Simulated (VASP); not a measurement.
A run of VASP 6.6.1:

File INCAR:

```
ALGO     = Normal         # electronic algorithm
EDIFF    = 1E-8           # SCF threshold, eV
ENCUT    = 400            # plane-wave cutoff, eV
GGA      = PE             # functional
GGA_COMPAT= False        
ISIF     = 2              # what is computed and relaxed
ISMEAR   = -1             # smearing method
LASPH    = True           # aspherical terms in the spheres
LCHARG   = False          # write CHGCAR
LEFG     = True         
LREAL    = False          # projectors in reciprocal space
LWAVE    = False          # write WAVECAR
NBANDS   = 20             # bands
NELM     = 120            # most SCF steps
PREC     = Accurate       # precision mode
SIGMA    = 0.01           # smearing width, eV
```

File KPOINTS:

```
k-points
0
Gamma
  10 10 6
```

Contents of POSCAR:

```
SnS2
1.0
    3.6702663487      0.0000000000      0.0000000000
   -1.8351331743      3.1785438966      0.0000000000
    0.0000000000      0.0000000000      5.4940000000
Sn S
1 2
Direct
    0.0000000000      0.0000000000      0.0000000000
    0.6666666667      0.3333333333      0.2639000000
    0.3333333333      0.6666666667      0.7361000000
```

Potentials or basis: VASP PAW PBE potentials, release 64 (Sn_d, S).

Run with:

```console
$ cat potpaw_PBE.64/Sn_d/POTCAR potpaw_PBE.64/S/POTCAR > POTCAR
$ mpirun -np 1 vasp_std > vasp.out
```

Hardware: 1 thread of Intel(R) Xeon(R) Platinum 8488C (Sapphire Rapids), with other jobs on the host.

Q: Estimate the wall time of this run.

A: Wall time 36 s on 1 thread of Intel(R) Xeon(R) Platinum 8488C (Sapphire Rapids), with other jobs on the host, peak memory 0.18 GiB. Counts: scf iterations 16, k points 72.
